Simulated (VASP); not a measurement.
Set up this calculation in VASP 6.6.1, as the native input.

| Item | Value |
| --- | --- |
| Task | single point |
| Functional | LDA |
| Potentials or basis | VASP PAW LDA potentials, release 64 (Al) |
| Cutoff | 520 eV |
| k mesh | 14 × 14 × 14 |
| Occupations | fermi-dirac, width 0.05 eV |
| Spin | no spin polarisation |
| Dipole correction | no |
| Further INCAR settings | ALGO = Normal; EDIFF = 1e-06; NBANDS = 8 |

The structure of Al lies in POSCAR:

```
Al
1.0
    0.0000000000      2.0239800000      2.0239800000
    2.0239800000      0.0000000000      2.0239800000
    2.0239800000      2.0239800000      0.0000000000
Al
1
Direct
    0.0000000000      0.0000000000      0.0000000000
```

The input as run:

INCAR

```
PREC = Accurate
ENCUT = 520
EDIFF = 1E-6
ISMEAR = -1
SIGMA = 0.05
LREAL = F
LASPH = T
NELM = 100
ALGO = Normal
ISIF = 2
LWAVE = F
LCHARG = F
NBANDS = 8
```

KPOINTS

```
regular mesh
0
Gamma
  14 14 14
```

Potentials or basis: VASP PAW LDA potentials, release 64 (Al).

Launch:

```sh
$ cat potpaw_LDA.64/Al/POTCAR > POTCAR
$ mpirun -np 1 vasp_std > vasp.out
```

It gave:

```json
{"Pressure": "-3.8 GPa"}
```

Run time: 6.5 s on 1 thread of Intel Xeon 6975P-C, with other jobs on the host, peak memory 0.13 GiB.
